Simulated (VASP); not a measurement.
# CS2 (Cmce) in VASP: notebook, part 2 of 3

VASP 6.6.1. Earlier steps stand in the parts before.

## (3) Single point, PBEsol

This run uses another cell than the first one, of 27.53 Å³/atom.

INCAR

```
SYSTEM = CS2
PREC = Accurate
ENCUT = 520
EDIFF = 1E-6
ISMEAR = -1
SIGMA = 0.05
LREAL = .FALSE.
LASPH = .TRUE.
NELM = 80
ALGO = Normal
ISIF = 2
LWAVE = .FALSE.
LCHARG = .FALSE.
GGA = PS
NBANDS = 25
```

KPOINTS

```
regular mesh
0
G
  6 6 3
  0 0 0
```

POSCAR

```
CS2
1.0
    3.0923098294     -2.8213879974      0.0000000000
    3.0923098294      2.8213879974      0.0000000000
    0.0000000000      0.0000000000      9.4649541061
S C
4 2
Direct
    0.1757677488      0.8242322512      0.8729555796
    0.3242322512      0.6757677488      0.3729555796
    0.6757677488      0.3242322512      0.6270444204
    0.8242322512      0.1757677488      0.1270444204
    0.5000000000      0.5000000000      0.5000000000
    0.0000000000      0.0000000000      0.0000000000
```

Potentials or basis: VASP PAW PBE potentials, release 64 (S, C).

Run with:

```
cat potpaw_PBE.64/S/POTCAR potpaw_PBE.64/C/POTCAR > POTCAR
mpirun -np 1 vasp_std > vasp.out
```

Run time: 2.1 min. Hardware: 1 thread of Oxide Virtual Turin-like, shared host; peak memory 0.25 GiB.

Results (log left out):

```yaml
Free_energy: -34.6453 eV
Pressure: -0.5 GPa
Largest_force: 0.205 eV/Å
Band_gap_on_the_k_mesh: 2.93 eV
```

Forces on the atoms (eV/Å):
```
S    0.000  0.131  0.158
S    0.000 -0.131  0.158
S    0.000  0.131 -0.158
S    0.000 -0.131 -0.158
C    0.000  0.000  0.000
C    0.000  0.000  0.000
```

Stress tensor (GPa, compression positive):
```
-0.07  0.00  0.00
 0.00 -0.58  0.00
 0.00  0.00 -0.80
```

Levels at points of the mesh, in eV from the valence-band top:
| k point | band 14 | band 15 | band 16 | band 17 | band 18 | band 19 |
| --- | --- | --- | --- | --- | --- | --- |
| (0.00, 0.00, 0.00) | -0.58 | -0.47 | -0.10 | 3.03 | 3.10 | 3.79 |
| (0.50, 0.00, 0.00) | -0.50 | -0.27 | -0.27 | 3.37 | 3.37 | 3.61 |
| (0.50, 0.50, 0.00) | -1.05 | -0.30 | 0.00 | 2.93 | 3.06 | 4.32 |

Caveat: this functional lacks dispersion, which holds the molecules together, so the pressure and a relaxed volume are unreliable; the PAW data sets were made with another functional, which shifts forces and pressure a little. A k mesh can miss the band edges.

## (4) Relaxation of cell and atoms, PBEsol, target pressure 20 GPa, at which the enthalpy is minimised

This run uses another cell than the first one, of 35.85 Å³/atom.

INCAR

```
PREC = Accurate
ENCUT = 600
EDIFF = 1E-6
ISMEAR = -1
SIGMA = 0.05
LREAL = False
LASPH = True
NELM = 60
ALGO = Normal
ISIF = 3
LWAVE = False
LCHARG = False
GGA = PS
IBRION = 2
NSW = 60
EDIFFG = -0.01
PSTRESS = 200.0
```

KPOINTS

```
regular mesh
0
Gamma
  6 6 3
```

POSCAR

```
CS2
1.0
    3.6457880000     -2.9943140000      0.0000000000
    3.6457880000      2.9943140000      0.0000000000
    0.0000000000      0.0000000000      9.8512570000
S C
4 2
Direct
    0.1815210000      0.8184790000      0.8868670000
    0.3184790000      0.6815210000      0.3868670000
    0.6815210000      0.3184790000      0.6131330000
    0.8184790000      0.1815210000      0.1131330000
    0.5000000000      0.5000000000      0.5000000000
    0.0000000000      0.0000000000      0.0000000000
```

Potentials or basis: VASP PAW PBE potentials, release 64 (S, C).

Run with:

```
cat potpaw_PBE.64/S/POTCAR potpaw_PBE.64/C/POTCAR > POTCAR
mpirun -np 1 vasp_std > vasp.out
```

OUTCAR:

```text
PREC = Accurate
   ENCUT = 600
   EDIFF = 1E-6
   ISMEAR = -1
   LREAL = False
   LASPH = True
   NELM = 60
   ISIF = 3
   GGA = PS
   IBRION = 2
   NSW = 60
   EDIFFG = -0.01
   PSTRESS = 200.0

 ion  position               nearest neighbor table
   1  0.182  0.818  0.887-   6 1.56
   2  0.318  0.682  0.387-   5 1.56
   3  0.682  0.318  0.613-   5 1.56
   4  0.818  0.182  0.113-   6 1.56
   5  0.500  0.500  0.500-   2 1.56   3 1.56
   6  0.000  0.000  0.000-   1 1.56   4 1.56

  LATTYP: Found a base centered orthorhombic cell.
 ALAT       =     5.9886280000
 B/A-ratio  =     1.2175703684
 C/A-ratio  =     1.6449939786

  Lattice vectors:

 A1 = (  -3.6457880000,  -2.9943140000,   0.0000000000)
 A2 = (   3.6457880000,  -2.9943140000,   0.0000000000)
 A3 = (   0.0000000000,   0.0000000000,   9.8512570000)

Analysis of symmetry for initial positions (statically):
=====================================================================
 Subroutine PRICEL returns:
 Original cell was already a primitive cell.

 Routine SETGRP: Setting up the symmetry group for a
 base centered orthorhombic supercell.

 Subroutine GETGRP returns: Found  8 space group operations
 (whereof  4 operations were pure point group operations)
 out of a pool of  8 trial point group operations.

The static configuration has the point symmetry C_2h.
 The point group associated with its full space group is D_2h.

Analysis of symmetry for dynamics (positions and initial velocities):
=====================================================================
 Subroutine PRICEL returns:
 Original cell was already a primitive cell.

 Routine SETGRP: Setting up the symmetry group for a
 base centered orthorhombic supercell.

 Subroutine GETGRP returns: Found  8 space group operations
 (whereof  4 operations were pure point group operations)
 out of a pool of  8 trial point group operations.

The dynamic configuration has the point symmetry C_2h.
 The point group associated with its full space group is D_2h.

 Subroutine INISYM returns: Found  8 space group operations
 (whereof  4 operations are pure point group operations),
 and found     1 'primitive' translations

[... 104 lines left out ...]
   EDIFFG = -.1E-01   stopping-criterion for IOM
   NSW    =     60    number of steps for IOM
   IBRION =      2    ionic relax: 0-MD 1-quasi-New 2-CG
   NFREE  =      1    steps in history (QN), initial steepest desc. (CG)
   ISIF   =      3    stress and relaxation
   ISYM   =      2    0-nonsym 1-usesym 2-fastsym
   POTIM  = 0.5000    time-step for ionic-motion
   TEBEG  =    0.0;   TEEND  =   0.0 temperature during run
   PSTRESS=  200.0 pullay stress
   NELECT =      32.0000    total number of electrons
   NUPDOWN=      -1.0000    fix difference up-down
   EMIN   =  10.00;   EMAX   =-10.00  energy-range for DOS
   EFERMI =   0.00;   METHOD = LEGACY
   ISMEAR =    -1;   SIGMA  =   0.05  broadening in eV -4-tet -1-fermi 0-gaus
   EFERMI_NEDOS =   21; number of points for ismear=-14 and -15
   IALGO  =     38    algorithm
   IMIX   =      4    mixing-type and parameters
     AMIX     =   0.40;   BMIX     =  1.00
     AMIX_MAG =   1.60;   BMIX_MAG =  1.00
  volume/ion in A,a.u.               =      35.85       241.91
  Fermi-wavevector in a.u.,A,eV,Ry     =   0.867470  1.639281 10.238452  0.752505
  Thomas-Fermi vector in A             =   1.986009
   LORBIT       =      0    0 simple, 1 ext, 2 COOP (PROOUT), +10 PAW based schemes
   GGA     = PS    functional components
   LHFCALC =     F    Hartree Fock is set to
   AEXX    =    0.0000 exact exchange contribution
   IVDW    =     0    specifies the selected vdW correction
   LEPSILON=     F    determine dielectric tensor
   LRPA    =     F    only Hartree local field effects (RPA)
 conjugate gradient relaxation of ions
 non-spin polarized calculation
  energy-cutoff  :      600.00
  volume of cell :      215.09
 maximum number of plane-waves:      7210
 NGX is ok and might be reduce to    40
   NGX = 19   NGY = 19   NGZ = 39

--------------------------------------- Ionic step        1  -------------------------------------------

 number of electron      31.9999998 magnetization

 Free energy of the ion-electron system (eV)
  ---------------------------------------------------
  ext. energy  EPLUGINS =         0.00000000
  ---------------------------------------------------
  free energy    TOTEN  =       -34.59816750 eV

  energy without entropy =      -34.59816750  energy(sigma->0) =      -34.59816750

 E-fermi :  -1.0996     XC(G=0):  -6.2814

 val. band max:       -2.1773064788   @ k =   0.5000   0.5000   0.0000
 cond. band min:       1.2539226177   @ k =   0.5000   0.5000   0.0000
 fundamental gap:      3.4312290966
 Fermi energy:        -1.0995726346
[... 1794 lines left out ...]
     19       5.5491      0.00000
     20       6.0026      0.00000

 [... further k-points ...]

[... ionic steps 4 to 25 ...]

--------------------------------------- Ionic step       26  -------------------------------------------

 number of electron      32.0000000 magnetization

------------------------ aborting loop because EDIFF is reached ----------------------------------------
[... 79 lines left out ...]
--------------------------------------- Ionic step       28  -------------------------------------------

 number of electron      32.0000000 magnetization

 Free energy of the ion-electron system (eV)
  ---------------------------------------------------
  ext. energy  EPLUGINS =         0.00000000
  ---------------------------------------------------
  free energy    TOTEN  =       -32.27108946 eV

  energy without entropy =      -32.26866315  energy(sigma->0) =      -32.26987630

 E-fermi :   6.6017     XC(G=0): -10.9693

 val. band max:        6.3765670392   @ k =  -0.3333   0.3333   0.0000
 cond. band min:       6.6424278706   @ k =  -0.1667   0.1667   0.0000
 fundamental gap:      0.2658608314
 Fermi energy:         6.6016841633
[... 589 lines left out ...]
  energy  without entropy=      -32.2686631497  energy(sigma->0) =      -32.26987630

  enthalpy is  TOTEN    =       -22.0334777956 eV   P V=       10.2376116619

 reached required accuracy - stopping structural energy minimisation
```

OSZICAR:

```text
N       E                     dE             d eps       ncg     rms          rms(c)
DAV:   1     0.214827113276E+03    0.21483E+03   -0.13370E+04  1040   0.143E+03
DAV:   2    -0.118984127146E+02   -0.22673E+03   -0.22131E+03  1508   0.237E+02
DAV:   3    -0.361336804709E+02   -0.24235E+02   -0.24009E+02  1256   0.883E+01
DAV:   4    -0.368119697180E+02   -0.67829E+00   -0.67090E+00  1292   0.172E+01
[... 247 lines left out ...]
  27 F= -.22033468E+02 E0= -.22032258E+02  d E =-.546057E-03
       N       E                     dE             d eps       ncg     rms          rms(c)
DAV:   1    -0.322710914956E+02    0.25581E-02   -0.58309E-04  1048   0.149E-01    0.253E-02
DAV:   2    -0.322710901135E+02    0.13821E-05   -0.30471E-05  1188   0.392E-02    0.121E-02
DAV:   3    -0.322710894575E+02    0.65604E-06   -0.16475E-06   584   0.895E-03
  28 F= -.22033478E+02 E0= -.22032265E+02  d E =-.101868E-04
```

Run time: 37 min. Hardware: 1 thread of Oxide Virtual Turin-like, shared host; peak memory 0.4 GiB.

Results:

```yaml
Free_energy: -32.2711 eV
Relaxed_volume: 13.67 Å³/atom
Relaxed_cell: a = 3.281 Å, b = 3.281 Å, c = 7.628 Å, α = 90.00°, β = 90.00°, γ = 87.27°
Space_group_after_relaxing_to_0.1_Å: Cmce (No. 64)
Energy_change_on_relaxing_the_run_minimises_the_enthalpy: +387.8 meV/atom
Ionic_steps: 28
Pressure_after_relaxing: 20.0 GPa
Largest_force_after_relaxing: 0.008 eV/Å
Band_gap_on_the_k_mesh: zero (bands 16 and 17 overlap by 0.29 eV)
```

Forces in eV/Å, atoms in the order of the input:
```
S    0.000  0.002 -0.008
S    0.000 -0.002 -0.008
S    0.000  0.002  0.008
S    0.000 -0.002  0.008
C    0.000  0.000  0.000
C    0.000  0.000  0.000
```

Step by step:
```tsv
step	energy change (eV)	largest force (eV/Å)	pressure (GPa)	volume (Å³)
1	0.0000	0.1398	-0.43	215.09
2	24.8114	47.6374	124.91	101.86
3	1.7789	8.5665	15.41	168.97
4	0.3970	2.9119	9.79	123.14
5	1.9848	0.3634	15.71	85.58
6	2.2046	0.4650	16.75	83.74
7	2.6824	0.7601	25.46	79.98
8	2.3994	0.1465	20.57	82.00
9	2.3709	0.1572	20.48	82.14
10	2.2969	0.1895	20.32	82.54
11	2.2014	0.2562	20.36	83.26
12	2.2299	0.2364	20.30	83.00
13	2.1643	0.4819	17.21	83.54
14	2.1965	0.2107	18.92	83.24
15	2.2302	0.1562	19.22	82.90
16	2.3428	0.0108	20.15	81.93
17	2.3339	0.0099	20.09	82.00
18	2.3273	0.0071	20.02	82.04
19	2.3080	0.0046	19.83	82.18
20	2.2728	0.0405	19.43	82.46
21	2.2835	0.0304	19.76	82.37
22	2.2894	0.0561	19.93	82.32
23	2.2946	0.0471	19.93	82.28
24	2.3104	0.0204	19.94	82.15
25	2.3427	0.0387	19.98	81.89
26	2.3255	0.0130	19.97	82.03
27	2.3245	0.0121	19.98	82.03
28	2.3271	0.0080	20.02	82.01
```

Final structure:
```
S C
1.0
     2.37455   -2.26400    0.00000
     2.37455    2.26400    0.00000
     0.00000    0.00000    7.62767
S C
4 2
Direct
  0.25026 0.74974 0.86117
  0.24974 0.75026 0.36117
  0.75026 0.24974 0.63883
  0.74974 0.25026 0.13883
  0.50000 0.50000 0.50000
  0.00000 0.00000 0.00000
```

Caveat: the cell is relaxed towards a set pressure, so the run minimises the enthalpy, not the energy; the volume moved by over 15 % at a fixed basis, so the end points are rough; semilocal functionals underestimate gaps, and a narrow one can read as zero; this functional lacks dispersion, which holds the molecules together, so the pressure and a relaxed volume are unreliable; the PAW data sets were made with another functional, which shifts forces and pressure a little.

[end of part 2 of 3]

The gap in the log of VASP goes by the Fermi energy; the results here count the filled bands.